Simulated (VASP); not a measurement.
# GaN (P-6m2) in VASP: settings compared

Aim: see how the results for GaN move with the level of theory and the settings. Levels: HSE06, PBEsol-based screened hybrid with 25 % exact exchange. Tasks: single point.

All numbers are computed with VASP 6.6.1; they aren't measurements. Logs are shortened: lines on timing, memory, paths and dates and some standing lists are left out, and cuts for length are marked.

### Step 1. The cell of the first run

It takes space group P-6m2 (No. 187, hexagonal). Conventional cell: a = 2.981 Å, b = 2.981 Å, c = 2.683 Å, α = 90.00°, β = 90.00°, γ = 120.00°. Within 3.0 Å of Ga (site symmetry -6m2) lie 6 N at 2.18 Å and 8 Ga at 2.68 to 2.98 Å. Within 3.0 Å of N (site symmetry -6m2) lie 6 Ga at 2.18 Å and 8 N at 2.68 to 2.98 Å.

### Step 2. Single point, HSE06

The input, POSCAR:

```
GaN
1.0
    2.9806400000      0.0000000000      0.0000000000
   -1.4903200000      2.5813100000      0.0000000000
    0.0000000000      0.0000000000      2.6833700000
Ga N
1 1
Direct
    0.6666700000      0.3333300000      0.5000000000
    0.0000000000      0.0000000000      0.0000000000
```

The input, INCAR.step1:

```
SYSTEM = GaN
PREC = Accurate
ENCUT = 520
EDIFF = 1E-5
ISMEAR = -1
SIGMA = 0.05
LREAL = .FALSE.
LASPH = .TRUE.
NELM = 60
ALGO = Normal
ISIF = 2
LWAVE = .TRUE.
GGA = PE
NBANDS = 16
```

The input, INCAR.step2:

```
SYSTEM = GaN
PREC = Accurate
ENCUT = 520
EDIFF = 1E-7
ISMEAR = -1
SIGMA = 0.05
LREAL = .FALSE.
LASPH = .TRUE.
NELM = 60
ALGO = Normal
ISIF = 2
LWAVE = .FALSE.
LCHARG = .TRUE.
GGA = PE
LHFCALC = .TRUE.
HFSCREEN = 0.2079
PRECFOCK = Normal
LELF = .TRUE.
LVHAR = .TRUE.
ISTART = 1
NBANDS = 16
```

The input, KPOINTS:

```
Automatic mesh
0
G
  5 5 5
  0 0 0
```

Potentials or basis: VASP PAW PBE potentials, release 64 (Ga_d, N).

On the command line:

```console
$ cat potpaw_PBE.64/Ga_d/POTCAR potpaw_PBE.64/N/POTCAR > POTCAR
$ cp INCAR.step1 INCAR
$ mpirun -np 1 vasp_std > vasp.out
$ cp INCAR.step2 INCAR
$ mpirun -np 1 vasp_std > vasp.out
```

OUTCAR:

```text
SYSTEM = GaN
   PREC = Accurate
   ENCUT = 520
   EDIFF = 1E-7
   ISMEAR = -1
   LREAL = .FALSE.
   LASPH = .TRUE.
   NELM = 60
   ISIF = 2
   GGA = PE
   LHFCALC = .TRUE.
   HFSCREEN = 0.2079
   PRECFOCK = Normal
   ISTART = 1

 ion  position               nearest neighbor table
   1  0.667  0.333  0.500-   2 2.18   2 2.18   2 2.18   2 2.18   2 2.18   2 2.18
   2  0.000  0.000  0.000-   1 2.18   1 2.18   1 2.18   1 2.18   1 2.18   1 2.18

  LATTYP: Found a hexagonal cell.
 ALAT       =     2.9806400000
 C/A-ratio  =     0.9002663857

  Lattice vectors:

 A1 = (   2.9806400000,   0.0000000000,   0.0000000000)
 A2 = (  -1.4903200000,   2.5813100000,   0.0000000000)
 A3 = (   0.0000000000,   0.0000000000,   2.6833700000)

Analysis of symmetry for initial positions (statically):
=====================================================================
 Subroutine PRICEL returns:
 Original cell was already a primitive cell.

 Routine SETGRP: Setting up the symmetry group for a
 hexagonal supercell.

 Subroutine GETGRP returns: Found  4 space group operations
 (whereof  4 operations were pure point group operations)
 out of a pool of 24 trial point group operations.

The static configuration has the point symmetry C_2v.

Analysis of symmetry for dynamics (positions and initial velocities):
=====================================================================
 Subroutine PRICEL returns:
 Original cell was already a primitive cell.

 Routine SETGRP: Setting up the symmetry group for a
 hexagonal supercell.

 Subroutine GETGRP returns: Found  4 space group operations
 (whereof  4 operations were pure point group operations)
 out of a pool of 24 trial point group operations.

The dynamic configuration has the point symmetry C_2v.

 Subroutine INISYM returns: Found  4 space group operations
 (whereof  4 operations are pure point group operations),
 and found     1 'primitive' translations

----------------------------------------------------------------------------------------

                                     Primitive cell

  volume of cell :      20.6457

  direct lattice vectors                    reciprocal lattice vectors
     2.980640000  0.000000000  0.000000000     0.335498416  0.193700098  0.000000000
    -1.490320000  2.581310000  0.000000000     0.000000000  0.387400196  0.000000000
[... 90 lines left out ...]
   NFREE  =      0    steps in history (QN), initial steepest desc. (CG)
   ISIF   =      2    stress and relaxation
   ISYM   =      3    0-nonsym 1-usesym 2-fastsym
   POTIM  = 0.5000    time-step for ionic-motion
   TEBEG  =    0.0;   TEEND  =   0.0 temperature during run
   PSTRESS=    0.0 pullay stress
   NELECT =      18.0000    total number of electrons
   NUPDOWN=      -1.0000    fix difference up-down
   EMIN   =  10.00;   EMAX   =-10.00  energy-range for DOS
   EFERMI =   0.00;   METHOD = LEGACY
   ISMEAR =    -1;   SIGMA  =   0.05  broadening in eV -4-tet -1-fermi 0-gaus
   EFERMI_NEDOS =   21; number of points for ismear=-14 and -15
   IALGO  =     38    algorithm
   IMIX   =      1    mixing-type and parameters
     AMIX     =   0.40;   BMIX     =  1.00
     AMIX_MAG =   1.60;   BMIX_MAG =  1.00
  volume/ion in A,a.u.               =      10.32        69.66
  Fermi-wavevector in a.u.,A,eV,Ry     =   1.563948  2.955433 33.278934  2.445933
  Thomas-Fermi vector in A             =   2.666644
   LORBIT       =      0    0 simple, 1 ext, 2 COOP (PROOUT), +10 PAW based schemes
   GGA     = PE    functional components
   LHFCALC =     T    Hartree Fock is set to
   PRECFOCK=normal    Normal, Fast or Accurate (Low or Medium for compatibility)
   ENCUT4O =  -1.0   cutoff for four orbital integrals eV
   NKREDX  =     1    reduce k-point grid by
   NKREDY  =     1    reduce k-point grid by
   NKREDZ  =     1    reduce k-point grid by
   AEXX    =    0.2500 exact exchange contribution
   HFSCREEN=    0.2079 screening length (either q_TF or 0.3 A-1)
   HFSCREENC=   0.2079 screening length for correlation (either q_TF or 0.3 A-1)
   ENCUTFOCK=  -1.0 apply spherical cutoff to Coloumb kernel
   IVDW    =     0    specifies the selected vdW correction
   LEPSILON=     F    determine dielectric tensor
   LRPA    =     F    only Hartree local field effects (RPA)
 non-spin polarized calculation
  energy-cutoff  :      520.00
  volume of cell :       20.65
 maximum number of plane-waves:       573
 NGX is ok and might be reduce to    24
  NGX = 18; NGY = 18; NGZ = 16

 number of electron      18.0000013 magnetization

 Free energy of the ion-electron system (eV)
  ---------------------------------------------------
  ext. energy  EPLUGINS =         0.00000000
  ---------------------------------------------------
  free energy    TOTEN  =       -12.60609217 eV

  energy without entropy =      -12.60551559  energy(sigma->0) =      -12.60580388

 E-fermi :   7.5288     XC(G=0): -10.2393

 val. band max:        7.3147974075   @ k =   0.4000   0.4000   0.0000
 cond. band min:       7.6494466247   @ k =   0.0000   0.0000   0.0000
 fundamental gap:      0.3346492173
 Fermi energy:         7.5288052865

 k-point     1 :       0.0000    0.0000    0.0000
  band No.  band energies     occupation
      1     -11.9175      2.00000
      2     -10.6988      2.00000
      3     -10.5798      2.00000
      4     -10.5798      2.00000
      5     -10.2932      2.00000
      6     -10.2932      2.00000
[... 433 lines left out ...]
      3     -10.5538      2.00000
      4     -10.4148      2.00000
      5     -10.2110      2.00000
      6      -7.3331      2.00000
[... 8 lines left out ...]
     15      28.6230      0.00000
     16      29.0978      0.00000

 [... further k-points ...]

------------------------ aborting loop because EDIFF is reached ----------------------------------------

  FORCE on cell =-STRESS in cart. coord.  units (eV):
  Direction    XX          YY          ZZ          XY          YZ          ZX
  --------------------------------------------------------------------------------------
  -------------------------------------------------------------------------------------
  Total       -1.2584192     -1.2583453     -1.1723256      0.0000640      0.0000000      0.0000000
  in kB      -97.6575135    -97.6517839    -90.9763652      0.0049646      0.0000000      0.0000000
  external PRESSURE =     -95.4285542 kB  Pullay stress =       0.0000000 kB

 VOLUME and BASIS-vectors are now :
 -----------------------------------------------------------------------------
  energy-cutoff  :      520.00
  volume of cell :       20.65
      direct lattice vectors                 reciprocal lattice vectors
     2.980640000  0.000000000  0.000000000     0.335498416  0.193700098  0.000000000
    -1.490320000  2.581310000  0.000000000     0.000000000  0.387400196  0.000000000
     0.000000000  0.000000000  2.683370000     0.000000000  0.000000000  0.372665715

 POSITION                                       TOTAL-FORCE (eV/Angst)
 -----------------------------------------------------------------------------------
      1.49033      0.86043      1.34169        -0.000034      0.000020      0.000000
      0.00000      0.00000      0.00000         0.000034     -0.000020      0.000000
 -----------------------------------------------------------------------------------
    total drift:                                0.000000     -0.000001      0.000000

  FREE ENERGIE OF THE ION-ELECTRON SYSTEM (eV)
  ---------------------------------------------------
  free  energy   TOTEN  =       -12.6060921723 eV

  energy  without entropy=      -12.6055155927  energy(sigma->0) =      -12.60580388
```

It took 40 min on 1 thread of Oxide Virtual Turin-like, shared host; peak memory 0.21 GiB.

What came out:

```
Free energy            : -12.6061 eV
Pressure               : -9.5 GPa
Band gap on the k mesh : 0.33 eV (least direct gap 1.69 eV)
```

Levels at points of the mesh, in eV from the valence-band top:
```csv
k point,band 7,band 8,band 9,band 10,band 11,band 12
"(0.00, 0.00, 0.00)",-1.63,-1.35,-1.35,0.33,10.57,10.57
```

Caveat: the k points lie up to 0.49 Å⁻¹ apart; the PAW data sets were made with another functional, which shifts forces and pressure a little.

### Step 3. Single point, PBEsol-based screened hybrid with 25 % exact exchange

POSCAR is that of step 2.

The input, INCAR.step1:

```
SYSTEM = GaN
  PREC = Accurate
  ENCUT = 520
  EDIFF = 1E-5
  ISMEAR = -1
  SIGMA = 0.05
  LREAL = .False.
  LASPH = .True.
  NELM = 60
  ALGO = Normal
  ISIF = 2
  LWAVE = .True.
  LCHARG = .False.
  NBANDS = 16
  GGA = PE
```

The input, INCAR.step2:

```
SYSTEM = GaN
  PREC = Accurate
  ENCUT = 520
  EDIFF = 1E-7
  ISMEAR = -1
  SIGMA = 0.05
  LREAL = .False.
  LASPH = .True.
  NELM = 60
  ALGO = Normal
  ISIF = 2
  LWAVE = .False.
  LCHARG = .False.
  GGA = PS
  LHFCALC = .True.
  AEXX = 0.25
  HFSCREEN = 0.207
  PRECFOCK = Normal
  NBANDS = 16
  ISTART = 1
```

The input, KPOINTS:

```
regular mesh
0
Gamma
  5 5 5
  0 0 0
```

Potentials or basis: VASP PAW PBE potentials, release 64 (Ga_d, N).

On the command line:

```console
$ cat potpaw_PBE.64/Ga_d/POTCAR potpaw_PBE.64/N/POTCAR > POTCAR
$ cp INCAR.step1 INCAR
$ mpirun -np 1 vasp_std > vasp.out
$ cp INCAR.step2 INCAR
$ mpirun -np 1 vasp_std > vasp.out
```

Run time: 48 min. Hardware: 1 thread of Oxide Virtual Turin-like, shared host; peak memory 0.21 GiB.

The run converged. Its results:

- Free energy: -13.2644 eV
- Pressure: -14.2 GPa
- Band gap on the k mesh: 0.31 eV (least direct gap 1.67 eV)

Stress tensor (GPa, compression positive):
```
-14.18   0.00   0.00
  0.00 -14.18   0.00
  0.00   0.00 -14.35
```

Levels at points of the mesh, in eV from the valence-band top:
| k point | band 7 | band 8 | band 9 | band 10 | band 11 | band 12 |
| --- | --- | --- | --- | --- | --- | --- |
| (0.00, 0.00, 0.00) | -1.65 | -1.36 | -1.36 | 0.31 | 10.48 | 10.48 |

Caveat: the k points lie up to 0.49 Å⁻¹ apart; the PAW data sets were made with another functional, which shifts forces and pressure a little. A k mesh can miss the band edges.
